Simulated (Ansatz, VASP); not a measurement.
## Two plane-wave programs on BaZrO3

```
Ba Zr O
1.0
     4.19134    0.00000    0.00000
     0.00000    4.19134    0.00000
     0.00000    0.00000    4.19134
Ba Zr O
1 1 3
Direct
  0.00000 0.00000 0.00000
  0.50000 0.50000 0.50000
  0.00000 0.50000 0.50000
  0.50000 0.00000 0.50000
  0.50000 0.50000 0.00000
```

Alike in both runs: task relaxation of the atoms; functional PBE; k mesh 5 × 5 × 5; occupations fermi-dirac, width 0.02 eV; no spin polarisation.

```csv
,VASP,Ansatz
version,VASP 6.6.1,Ansatz 0.2.0
potentials or method,"VASP PAW PBE potentials, release 64 (Ba_sv, Zr_sv, O)","plane-wave PAW, scalar-relativistic"
plane-wave cutoff (eV),520,420
valence electrons in the cell,40,40
```

```tsv
	VASP	Ansatz	Ansatz less VASP
gap on the k mesh at the Fermi level, each at its own relaxed structure (eV)	3.29	3.35	+0.052
```

Ansatz's warnings: stress scf threshold loose.

Spin-orbit coupling is off throughout. Noted on VASP's run: the relaxation stopped at its first step, so nothing moved.
